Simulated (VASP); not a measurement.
# Ga3Sb (I4/mmm) in VASP: notebook

Ga3Sb is run at these levels: PBE; tasks: single point.

All numbers are computed with VASP 6.6.1; they aren't measurements. Logs are shortened: lines on timing, memory, paths and dates and some standing lists are left out, and cuts for length are marked.

### 1 The cell of the first run

It takes space group I4/mmm (No. 139, tetragonal). The conventional cell has a = 4.826 Å, b = 4.826 Å, c = 7.574 Å, α = 90.00°, β = 90.00°, γ = 90.00°. Ga (site symmetry -4m2) has 10 Ga at 3.07 to 3.79 Å and 4 Sb at 3.07 Å within 4.0 Å. Within 4.0 Å of Ga (site symmetry 4/mmm) lie 8 Ga at 3.07 Å and 6 Sb at 3.41 to 3.79 Å. Within 4.0 Å of Sb (site symmetry 4/mmm) lie 14 Ga at 3.07 to 3.79 Å.

### 2 Single point, PBE

File INCAR:

```
SYSTEM = Ga3Sb
PREC = Accurate
ENCUT = 520
EDIFF = 1E-6
ISMEAR = 0
SIGMA = 0.15
LREAL = .FALSE.
LASPH = .TRUE.
NELM = 100
ALGO = Fast
ISIF = 2
LWAVE = .FALSE.
LCHARG = .FALSE.
GGA = PE
NBANDS = 30
```

File KPOINTS:

```
regular mesh
0
G
  16 16 16
  0 0 0
```

File POSCAR:

```
Ga3Sb
1.0
   -2.4129024233      2.4129024233      3.7869697955
    2.4129024233     -2.4129024233      3.7869697955
    2.4129024233      2.4129024233     -3.7869697955
Ga Sb
3 1
Direct
    0.7500000000      0.2500000000      0.5000000000
    0.2500000000      0.7500000000      0.5000000000
    0.5000000000      0.5000000000      0.0000000000
    0.0000000000      0.0000000000      0.0000000000
```

Potentials or basis: VASP PAW PBE potentials, release 64 (Ga_d, Sb).

On the command line:

```bash
$ cat potpaw_PBE.64/Ga_d/POTCAR potpaw_PBE.64/Sb/POTCAR > POTCAR
$ mpirun -np 1 vasp_std > vasp.out
```

OUTCAR:

```text
SYSTEM = Ga3Sb
   PREC = Accurate
   ENCUT = 520
   EDIFF = 1E-6
   ISMEAR = 0
   LREAL = .FALSE.
   LASPH = .TRUE.
   NELM = 100
   ISIF = 2
   GGA = PE

 ion  position               nearest neighbor table
   1  0.750  0.250  0.500-   4 3.07   4 3.07   4 3.07   4 3.07
   2  0.250  0.750  0.500-   4 3.07   4 3.07   4 3.07   4 3.07
   3  0.500  0.500  0.000-
   4  0.000  0.000  0.000-   1 3.07   2 3.07   1 3.07   2 3.07   1 3.07   2 3.07   1 3.07   2 3.07

  LATTYP: Found a body centered tetragonal cell.
 ALAT       =     4.8258048466
 C/A-ratio  =     1.5694666137

  Lattice vectors:

 A1 = (  -2.4129024233,   2.4129024233,   3.7869697955)
 A2 = (   2.4129024233,  -2.4129024233,   3.7869697955)
 A3 = (   2.4129024233,   2.4129024233,  -3.7869697955)

Analysis of symmetry for initial positions (statically):
=====================================================================
 Subroutine PRICEL returns:
 Original cell was already a primitive cell.

 Routine SETGRP: Setting up the symmetry group for a
 body centered tetragonal supercell.

 Subroutine GETGRP returns: Found 16 space group operations
 (whereof 16 operations were pure point group operations)
 out of a pool of 16 trial point group operations.

The static configuration has the point symmetry D_4h.

Analysis of symmetry for dynamics (positions and initial velocities):
=====================================================================
 Subroutine PRICEL returns:
 Original cell was already a primitive cell.

 Routine SETGRP: Setting up the symmetry group for a
 body centered tetragonal supercell.

 Subroutine GETGRP returns: Found 16 space group operations
 (whereof 16 operations were pure point group operations)
 out of a pool of 16 trial point group operations.

The dynamic configuration has the point symmetry D_4h.

 Subroutine INISYM returns: Found 16 space group operations
 (whereof 16 operations are pure point group operations),
 and found     1 'primitive' translations

----------------------------------------------------------------------------------------

                                     Primitive cell

  volume of cell :      88.1924

  direct lattice vectors                    reciprocal lattice vectors
    -2.412902423  2.412902423  3.786969796     0.000000000  0.207219320  0.132031684
     2.412902423 -2.412902423  3.786969796     0.207219320  0.000000000  0.132031684
     2.412902423  2.412902423 -3.786969796     0.207219320  0.207219320  0.000000000

  length of vectors
     5.097581431  5.097581431  5.097581431     0.245707575  0.245707575  0.293052373

  position of ions in fractional coordinates (direct lattice)
     0.750000000  0.250000000  0.500000000
     0.250000000  0.750000000  0.500000000
     0.500000000  0.500000000  0.000000000
     0.000000000  0.000000000  0.000000000

  ion indices of the primitive-cell ions
   primitive index   ion index
                 1           1
                 2           2
                 3           3
                 4           4

----------------------------------------------------------------------------------------

 KPOINTS: regular mesh

Automatic generation of k-mesh.
 Grid dimensions read from file:
 generate k-points for:   16   16   16

 Generating k-lattice:

  Cartesian coordinates                     Fractional coordinates (reciprocal lattice)
     0.000000000  0.012951208  0.008251980     0.062500000 -0.000000000  0.000000000
     0.012951208  0.000000000  0.008251980    -0.000000000  0.062500000  0.000000000
     0.012951208  0.012951208  0.000000000     0.000000000  0.000000000  0.062500000

  Length of vectors
     0.015356723  0.015356723  0.018315773

  Shift w.r.t. Gamma in fractional coordinates (k-lattice)
     0.000000000  0.000000000  0.000000000

 Subroutine IBZKPT returns following result:
 ===========================================

 Found    349 irreducible k-points:

 Following reciprocal coordinates:
            Coordinates               Weight
  0.000000  0.000000  0.000000      1.000000
  0.062500 -0.000000  0.000000      8.000000
  0.125000 -0.000000  0.000000      8.000000
  0.187500 -0.000000  0.000000      8.000000
  0.250000 -0.000000  0.000000      8.000000
  0.312500  0.000000  0.000000      8.000000
[... 16 lines left out ...]
 -0.125000  0.062500 -0.000000     16.000000
 -0.062500  0.062500  0.000000      4.000000
 [... further k-points ...]
   k-points           NKPTS =    349   k-points in BZ     NKDIM =    349   number of bands    NBANDS=     30
   number of dos      NEDOS =    301   number of ions     NIONS =      4
   total plane-waves  NPLWV =  64000
   dimension x,y,z NGX =    40 NGY =   40 NGZ =   40
   dimension x,y,z NGXF=    80 NGYF=   80 NGZF=   80
   ions per type =               3   1
   NGX,Y,Z   is equivalent  to a cutoff of  13.05, 13.05, 13.05 a.u.
   NGXF,Y,Z  is equivalent  to a cutoff of  26.09, 26.09, 26.09 a.u.
 SYSTEM =  Ga3Sb
   PREC   = accura    normal or accurate (medium, high low for compatibility)
   ISTART =      0    job   : 0-new  1-cont  2-samecut
   ICHARG =      2    charge: 1-file 2-atom 10-const
   ISPIN  =      1    spin polarized calculation?
   LNONCOLLINEAR =      F non collinear calculations
   LSORBIT =      F    spin-orbit coupling
   LASPH  =      T    aspherical Exc in radial PAW
   ENCUT  =  520.0 eV  38.22 Ry    6.18 a.u.   9.48  9.48  9.48*2*pi/ulx,y,z
   NELM   =    100;   NELMIN=  2; NELMDL= -5     # of ELM steps
   EDIFF  = 0.1E-05   stopping-criterion for ELM
   LREAL  =      F    real-space projection
   EDIFFG = 0.1E-04   stopping-criterion for IOM
   NSW    =      0    number of steps for IOM
   IBRION =     -1    ionic relax: 0-MD 1-quasi-New 2-CG
   NFREE  =      0    steps in history (QN), initial steepest desc. (CG)
   ISIF   =      2    stress and relaxation
   ISYM   =      2    0-nonsym 1-usesym 2-fastsym
   POTIM  = 0.5000    time-step for ionic-motion
   TEBEG  =    0.0;   TEEND  =   0.0 temperature during run
   PSTRESS=    0.0 pullay stress
   NELECT =      44.0000    total number of electrons
   NUPDOWN=      -1.0000    fix difference up-down
   EMIN   =  10.00;   EMAX   =-10.00  energy-range for DOS
   EFERMI =   0.00;   METHOD = LEGACY
   ISMEAR =     0;   SIGMA  =   0.15  broadening in eV -4-tet -1-fermi 0-gaus
   EFERMI_NEDOS =   21; number of points for ismear=-14 and -15
   IALGO  =     68    algorithm
   IMIX   =      4    mixing-type and parameters
     AMIX     =   0.40;   BMIX     =  1.00
     AMIX_MAG =   1.60;   BMIX_MAG =  1.00
  volume/ion in A,a.u.               =      22.05       148.79
  Fermi-wavevector in a.u.,A,eV,Ry     =   1.298420  2.453658 22.937995  1.685895
  Thomas-Fermi vector in A             =   2.429750
   LORBIT       =      0    0 simple, 1 ext, 2 COOP (PROOUT), +10 PAW based schemes
   GGA     = PE    functional components
   LHFCALC =     F    Hartree Fock is set to
   AEXX    =    0.0000 exact exchange contribution
   IVDW    =     0    specifies the selected vdW correction
   LEPSILON=     F    determine dielectric tensor
   LRPA    =     F    only Hartree local field effects (RPA)
 non-spin polarized calculation
 RMM-DIIS sequential band-by-band and
 Gauss-broadening in eV      SIGMA  =   0.15
  energy-cutoff  :      520.00
  volume of cell :       88.19
 maximum number of plane-waves:      2400
 NGX is ok and might be reduce to    40

 number of electron      44.0000023 magnetization

 Free energy of the ion-electron system (eV)
  ---------------------------------------------------
  ext. energy  EPLUGINS =         0.00000000
  ---------------------------------------------------
  free energy    TOTEN  =       -12.55433611 eV

  energy without entropy =      -12.53506860  energy(sigma->0) =      -12.54470236

 E-fermi :   6.0278     XC(G=0): -10.4982

 val. band max:        6.0266353327   @ k =  -0.1875  -0.2500   0.0625
 cond. band min:       6.0346174977   @ k =   0.1250   0.1250   0.0000
 fundamental gap:      0.0079821650
 Fermi energy:         6.0278061914

 k-point     1 :       0.0000    0.0000    0.0000
  band No.  band energies     occupation
      1      -8.9189      2.00000
      2      -8.9055      2.00000
      3      -8.8909      2.00000
      4      -8.8909      2.00000
      5      -8.8795      2.00000
      6      -8.8660      2.00000
[... 22 lines left out ...]
     29      10.7025      0.00000
     30      11.3317      0.00000

 k-point     2 :       0.0625   -0.0000    0.0000
  band No.  band energies     occupation
      1      -8.9177      2.00000
      2      -8.9046      2.00000
      3      -8.8936      2.00000
      4      -8.8927      2.00000
      5      -8.8822      2.00000
      6      -8.8626      2.00000
[... 22 lines left out ...]
     29      10.8873      0.00000
     30      11.5271      0.00000

 k-point     3 :       0.1250   -0.0000    0.0000
  band No.  band energies     occupation
      1      -8.9144      2.00000
      2      -8.9037      2.00000
      3      -8.8970      2.00000
      4      -8.8970      2.00000
      5      -8.8873      2.00000
      6      -8.8555      2.00000
[... 22 lines left out ...]
     29      11.3860      0.00000
     30      12.0500      0.00000

 k-point     4 :       0.1875   -0.0000    0.0000
  band No.  band energies     occupation
      1      -8.9100      2.00000
      2      -8.9066      2.00000
      3      -8.9014      2.00000
      4      -8.8947      2.00000
      5      -8.8913      2.00000
      6      -8.8476      2.00000
[... 22 lines left out ...]
     29      12.0995      0.00000
     30      12.7922      0.00000

 k-point     5 :       0.2500   -0.0000    0.0000
  band No.  band energies     occupation
      1      -8.9108      2.00000
      2      -8.9087      2.00000
      3      -8.8987      2.00000
      4      -8.8976      2.00000
      5      -8.8860      2.00000
      6      -8.8397      2.00000
[... 22 lines left out ...]
     29      12.4766      0.00000
     30      12.9739      0.00000
[... 526 lines left out ...]
     29      12.4853      0.00000
     30      12.6979      0.00000

 k-point    22 :      -0.1875    0.0625   -0.0000
  band No.  band energies     occupation
      1      -8.9110      2.00000
      2      -8.9045      2.00000
      3      -8.8975      2.00000
      4      -8.8951      2.00000
      5      -8.8915      2.00000
      6      -8.8506      2.00000
[... 22 lines left out ...]
     29      11.7245      0.00000
     30      13.1268      0.00000

 k-point    23 :      -0.1250    0.0625   -0.0000
  band No.  band energies     occupation
      1      -8.9146      2.00000
      2      -8.9018      2.00000
      3      -8.8985      2.00000
      4      -8.8919      2.00000
      5      -8.8885      2.00000
      6      -8.8550      2.00000
[... 22 lines left out ...]
     29      11.1572      0.00000
     30      12.3558      0.00000

 k-point    24 :      -0.0625    0.0625    0.0000
  band No.  band energies     occupation
      1      -8.9172      2.00000
      2      -8.9036      2.00000
      3      -8.8953      2.00000
      4      -8.8900      2.00000
      5      -8.8845      2.00000
      6      -8.8595      2.00000
[... 22 lines left out ...]
     29      10.8851      0.00000
     30      11.7688      0.00000

 [... further k-points ...]
[... 5 lines left out ...]
  --------------------------------------------------------------------------------------
  -------------------------------------------------------------------------------------
  Total       -0.2968048     -0.2968048      0.3111441      0.0000000      0.0000000      0.0000000
  in kB       -5.3920031     -5.3920031      5.6525023      0.0000000      0.0000000      0.0000000
  external PRESSURE =      -1.7105013 kB  Pullay stress =       0.0000000 kB

 VOLUME and BASIS-vectors are now :
 -----------------------------------------------------------------------------
  energy-cutoff  :      520.00
  volume of cell :       88.19
      direct lattice vectors                 reciprocal lattice vectors
    -2.412902423  2.412902423  3.786969796     0.000000000  0.207219320  0.132031684
     2.412902423 -2.412902423  3.786969796     0.207219320  0.000000000  0.132031684
     2.412902423  2.412902423 -3.786969796     0.207219320  0.207219320  0.000000000

 POSITION                                       TOTAL-FORCE (eV/Angst)
 -----------------------------------------------------------------------------------
      0.00000      2.41290      1.89348        -0.000000     -0.000000      0.000000
      2.41290      0.00000      1.89348        -0.000000      0.000000      0.000000
      0.00000      0.00000      3.78697         0.000000     -0.000000     -0.000000
      0.00000      0.00000      0.00000         0.000000     -0.000000     -0.000000
 -----------------------------------------------------------------------------------
    total drift:                               -0.000000     -0.000000      0.000000

  FREE ENERGIE OF THE ION-ELECTRON SYSTEM (eV)
  ---------------------------------------------------
  free  energy   TOTEN  =       -12.5543361079 eV

  energy  without entropy=      -12.5350686024  energy(sigma->0) =      -12.54470236
```

Run time: 7 min. Hardware: 1 thread of Intel Xeon 6975P-C (Granite Rapids), shared host; peak memory 0.83 GiB.

Results:

```
Free energy            : -12.5543 eV
Pressure               : -0.2 GPa
Band gap on the k mesh : zero (bands 22 and 23 overlap by 4.36 eV)
```

Stress tensor (GPa, compression positive):
```
-0.54  0.00  0.00
 0.00 -0.54  0.00
 0.00  0.00  0.57
```

Levels at points of the mesh, in eV from the Fermi level:
```csv
k point,band 19,band 20,band 21,band 22,band 23,band 24,band 25,band 26
"(0.00, 0.00, 0.00)",-1.81,-1.81,-1.81,-0.88,-0.49,-0.49,-0.07,0.06
"(0.50, 0.00, 0.00)",-3.60,-2.26,-2.20,-1.26,-0.88,1.73,2.65,3.81
"(0.50, 0.50, 0.00)",-5.06,-4.44,-4.28,2.15,2.45,3.05,3.08,4.10
"(0.50, 0.50, 0.50)",-4.35,-4.01,-4.01,2.97,3.46,3.46,4.56,4.56
```

Caveat: spin-orbit coupling is left out, which moves the levels of the heavy elements.

### 3 Single point, PBE

This run uses another cell than the first one, of the same volume but with other edges.

File INCAR:

```
PREC = Accurate ; ENCUT = 520
EDIFF = 1E-6 ; ISMEAR = 0
SIGMA = 0.15 ; LREAL = False
LASPH = True ; NELM = 60
ALGO = Fast ; ISIF = 2
LWAVE = False ; LCHARG = False
GGA = PE ; NBANDS = 30
```

File KPOINTS:

```
regular mesh
0
Gamma
  16 16 16
```

File POSCAR:

```
Ga3Sb
1.0
   -2.1508938913      2.1508938913      4.7657733912
    2.1508938913     -2.1508938913      4.7657733912
    2.1508938913      2.1508938913     -4.7657733912
Ga Sb
3 1
Direct
    0.7500000000      0.2500000000      0.5000000000
    0.2500000000      0.7500000000      0.5000000000
    0.5000000000      0.5000000000      0.0000000000
    0.0000000000      0.0000000000      0.0000000000
```

Potentials or basis: VASP PAW PBE potentials, release 64 (Ga_d, Sb).

On the command line:

```bash
$ cat potpaw_PBE.64/Ga_d/POTCAR potpaw_PBE.64/Sb/POTCAR > POTCAR
$ mpirun -np 1 vasp_std > vasp.out
```

Run time: 36 min. Hardware: 1 thread of AMD EPYC 7R13, shared host; peak memory 0.81 GiB.

The run converged. Its results:

- Free energy: -12.5673 eV
- Pressure: -0.1 GPa
- Band gap on the k mesh: zero (bands 22 and 23 overlap by 4.45 eV)

Stress tensor (GPa, compression positive):
```
 0.04  0.00  0.00
 0.00  0.04  0.00
 0.00  0.00 -0.37
```

Levels at points of the mesh, in eV from the Fermi level:
| k point | band 18 | band 19 | band 20 | band 21 | band 22 | band 23 | band 24 | band 25 | band 26 | band 27 |
| --- | --- | --- | --- | --- | --- | --- | --- | --- | --- | --- |
| (0.00, 0.00, 0.00) | -3.85 | -2.95 | -1.85 | -1.74 | -1.74 | -0.23 | -0.23 | 1.03 | 1.29 | 4.56 |
| (0.50, 0.00, 0.00) | -5.43 | -5.04 | -0.86 | -0.46 | -0.16 | 0.54 | 1.56 | 2.76 | 3.25 | 3.36 |
| (0.50, 0.50, 0.00) | -5.66 | -5.08 | -4.68 | -4.03 | -0.65 | -0.06 | 0.28 | 1.07 | 6.48 | 6.50 |
| (0.50, 0.50, 0.50) | -3.69 | -2.87 | -2.87 | -2.35 | 2.08 | 2.64 | 2.64 | 3.93 | 3.97 | 4.34 |

Caveat: spin-orbit coupling is left out, which moves the levels of the heavy elements.
